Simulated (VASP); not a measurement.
# KPrBr4 (P4/mmm) in VASP: further runs, part 2 of 2

VASP 6.6.1.

## Step 4: Single point, PBE

This run uses another cell than the first one, of 34.86 Å³/atom.

File INCAR:

```
SYSTEM = KPrBr4
PREC = Accurate ; ENCUT = 500
EDIFF = 1E-6 ; ISMEAR = 0
SIGMA = 0.01 ; LREAL = .FALSE.
LASPH = .TRUE. ; NELM = 200
ALGO = Normal ; ISIF = 2
LWAVE = .FALSE. ; LCHARG = .FALSE.
GGA = PE ; NBANDS = 33
GGA_COMPAT = .FALSE. ; LMAXMIX = 6
```

File KPOINTS:

```
Automatic mesh
0
G
  6 6 4
  0 0 0
```

File POSCAR:

```
KPrBr4
1.0
    5.1492955084      0.0000000000      0.0000000000
    0.0000000000      5.1492955084      0.0000000000
    0.0000000000      0.0000000000      7.8887194943
K Pr Br
1 1 4
Direct
    0.5000000000      0.5000000000      0.5000000000
    0.0000000000      0.0000000000      0.0000000000
    0.5000000000      0.0000000000      0.7784038853
    0.0000000000      0.5000000000      0.2215961147
    0.5000000000      0.0000000000      0.2215961147
    0.0000000000      0.5000000000      0.7784038853
```

Potentials or basis: VASP PAW PBE potentials, release 64 (K_sv, Pr_3, Br), 4f in core.

On the command line:

```
> cat potpaw_PBE.64/K_sv/POTCAR potpaw_PBE.64/Pr_3/POTCAR potpaw_PBE.64/Br/POTCAR > POTCAR
> mpirun -np 1 vasp_std > vasp.out
```

OUTCAR:

```text
SYSTEM = KPrBr4
   PREC = Accurate
   ENCUT = 500
   EDIFF = 1E-6
   ISMEAR = 0
   LREAL = .FALSE.
   LASPH = .TRUE.
   NELM = 200
   ISIF = 2
   GGA = PE

 ion  position               nearest neighbor table
   1  0.500  0.500  0.500-
   2  0.000  0.000  0.000-   3 3.11   4 3.11   5 3.11   6 3.11   4 3.11   6 3.11   3 3.11   5 3.11

   3  0.500  0.000  0.778-   2 3.11   2 3.11
   4  0.000  0.500  0.222-   2 3.11   2 3.11
   5  0.500  0.000  0.222-   2 3.11   2 3.11
[... 1073 lines left out ...]
  -------------------------------------------------------------------------------------
  Total       -0.0832310     -0.0832310     -0.0599426      0.0000000      0.0000000      0.0000000
  in kB       -0.6375197     -0.6375197     -0.4591386      0.0000000      0.0000000      0.0000000
  external PRESSURE =      -0.5780593 kB  Pullay stress =       0.0000000 kB

 VOLUME and BASIS-vectors are now :
 -----------------------------------------------------------------------------
  energy-cutoff  :      500.00
  volume of cell :      209.17
      direct lattice vectors                 reciprocal lattice vectors
     5.149295508  0.000000000  0.000000000     0.194201323  0.000000000  0.000000000
     0.000000000  5.149295508  0.000000000     0.000000000  0.194201323  0.000000000
     0.000000000  0.000000000  7.888719494     0.000000000  0.000000000  0.126763285

 POSITION                                       TOTAL-FORCE (eV/Angst)
 -----------------------------------------------------------------------------------
      2.57465      2.57465      3.94436         0.000000      0.000000      0.000000
      0.00000      0.00000      0.00000         0.000000      0.000000      0.000000
      2.57465      0.00000      6.14061         0.000000     -0.000000      0.014194
      0.00000      2.57465      1.74811         0.000000      0.000000     -0.014194
      2.57465      0.00000      1.74811         0.000000      0.000000     -0.014194
      0.00000      2.57465      6.14061         0.000000      0.000000      0.014194
 -----------------------------------------------------------------------------------
    total drift:                                0.000000      0.000000      0.000000

  FREE ENERGIE OF THE ION-ELECTRON SYSTEM (eV)
  ---------------------------------------------------
  free  energy   TOTEN  =       -23.2849826578 eV

  energy  without entropy=      -23.2849826578  energy(sigma->0) =      -23.28498266
```

It took 90 s on 1 thread of Intel Xeon 6975P-C (Granite Rapids), shared host; peak memory 0.41 GiB.

Results:

| Quantity | Value |
| --- | --- |
| Free energy | -23.2850 eV |
| Pressure | -0.1 GPa |
| Largest force | 0.014 eV/Å |
| Band gap on the k mesh | 2.66 eV (least direct gap 2.93 eV) |

Forces in eV/Å, atoms in the order of the input:
```
K    0.000  0.000  0.000
Pr   0.000  0.000  0.000
Br   0.000  0.000  0.014
Br   0.000  0.000 -0.014
Br   0.000  0.000 -0.014
Br   0.000  0.000  0.014
```

Caveat: spin-orbit coupling is left out, which moves the levels of the heavy elements; the 4f electrons are frozen in the core, so they carry no moment and show no levels. Spin polarisation is off, so any magnetic state and its effect on volume and gap are missing.

## Step 5: Single point, PBE (35.88 Å³/atom)

This run uses another cell than the first one, of 35.88 Å³/atom.

File INCAR:

```
SYSTEM = KPrBr4
PREC     = Accurate       ! precision mode
ENCUT    = 500            ! plane-wave cutoff, eV
EDIFF    = 1E-6           ! SCF threshold, eV
ISMEAR   = 0              ! smearing method
SIGMA    = 0.02           ! smearing width, eV
LREAL    = .FALSE.        ! projectors in reciprocal space
LASPH    = .TRUE.         ! aspherical terms in the spheres
NELM     = 200            ! most SCF steps
ALGO     = Normal         ! electronic algorithm
ISIF     = 2              ! what is computed and relaxed
LWAVE    = .FALSE.        ! write WAVECAR
LCHARG   = .FALSE.        ! write CHGCAR
GGA      = PE             ! functional
NBANDS   = 33             ! bands
GGA_COMPAT= .FALSE.      
LMAXMIX  = 6              ! l up to which the mixer works
```

KPOINTS is that of step 4.

File POSCAR:

```
KPrBr4
1.0
    5.1858445759      0.0000000000      0.0000000000
    0.0000000000      5.1858445759      0.0000000000
    0.0000000000      0.0000000000      8.0055691661
K Pr Br
1 1 4
Direct
    0.5000000000      0.5000000000      0.5000000000
    0.0000000000      0.0000000000      0.0000000000
    0.5000000000      0.0000000000      0.7813393957
    0.0000000000      0.5000000000      0.2186606043
    0.5000000000      0.0000000000      0.2186606043
    0.0000000000      0.5000000000      0.7813393957
```

On the command line:

```
> cat potpaw_PBE.64/K_sv/POTCAR potpaw_PBE.64/Pr_3/POTCAR potpaw_PBE.64/Br/POTCAR > POTCAR
> mpirun -np 1 vasp_std > vasp.out
```

Run time: 94 s. Hardware: 1 thread of Intel Xeon 6975P-C (Granite Rapids), shared host; peak memory 0.42 GiB.

Results (log left out):

- Free energy: -23.2730 eV
- Pressure: -0.7 GPa
- Largest force: 0.009 eV/Å
- Band gap on the k mesh: 2.66 eV (least direct gap 2.91 eV)

Forces on the atoms (eV/Å):
```
K    0.000  0.000  0.000
Pr   0.000  0.000  0.000
Br   0.000  0.000  0.009
Br   0.000  0.000 -0.009
Br   0.000  0.000 -0.009
Br   0.000  0.000  0.009
```

Stress tensor (GPa, compression positive):
```
-0.69  0.00  0.00
 0.00 -0.69  0.00
 0.00  0.00 -0.58
```

Levels at points of the mesh, in eV from the valence-band top:
| k point | band 20 | band 21 | band 22 | band 23 | band 24 | band 25 | band 26 | band 27 | band 28 | band 29 |
| --- | --- | --- | --- | --- | --- | --- | --- | --- | --- | --- |
| (0.00, 0.00, 0.00) | -0.67 | -0.67 | -0.65 | -0.65 | -0.53 | 2.66 | 2.85 | 3.90 | 4.59 | 4.99 |
| (0.50, 0.00, 0.00) | -1.70 | -1.38 | -1.30 | -1.01 | -0.81 | 2.76 | 3.39 | 3.97 | 4.24 | 5.04 |
| (0.50, 0.50, 0.00) | -1.08 | -1.08 | -0.60 | -0.23 | 0.00 | 2.91 | 3.12 | 3.66 | 3.66 | 4.51 |
| (0.00, 0.00, 0.50) | -0.91 | -0.68 | -0.68 | -0.61 | -0.61 | 2.73 | 2.86 | 4.90 | 4.90 | 4.94 |
| (0.50, 0.00, 0.50) | -1.62 | -1.50 | -1.47 | -1.25 | -1.11 | 2.81 | 3.36 | 3.86 | 4.68 | 4.89 |
| (0.50, 0.50, 0.50) | -1.35 | -1.35 | -0.62 | -0.19 | -0.05 | 2.99 | 3.31 | 3.58 | 3.58 | 4.54 |

Caveat: spin-orbit coupling is left out, which moves the levels of the heavy elements; the 4f electrons are frozen in the core, so they carry no moment and show no levels. A k mesh can miss the band edges.

## Step 6: Overview

| cell | smearing | gap on the mesh (eV) | pressure (GPa) | largest force (eV/Å) |
| --- | --- | --- | --- | --- |
| a = 5.109, b = 5.109, c = 7.767 Å, 6 atoms, atomic positions A | gaussian 0.02 eV | 2.65 | 0.7 | 0.02 |
| a = 5.149, b = 5.149, c = 7.883 Å, 6 atoms, atomic positions B | gaussian 0.02 eV | 2.66 | 0.0 | 0.01 |
| a = 5.149, b = 5.149, c = 7.889 Å, 6 atoms, atomic positions B | gaussian 0.01 eV | 2.66 | -0.1 | 0.01 |
| a = 5.186, b = 5.186, c = 8.006 Å, 6 atoms, atomic positions C | gaussian 0.02 eV | 2.66 | -0.7 | 0.01 |

Alike in all rows: task single point; level PBE; potentials or basis VASP PAW PBE potentials, release 64 (K_sv, Pr_3, Br), 4f in core; no spin polarisation; k mesh 6 × 6 × 4; cutoff (eV) 500.

Caveats: spin-orbit coupling is left out, which moves the levels of the heavy elements; the 4f electrons are frozen in the core, so they carry no moment and show no levels.

Total energies depend on the potentials used, so only differences within one code and one set of settings carry meaning.
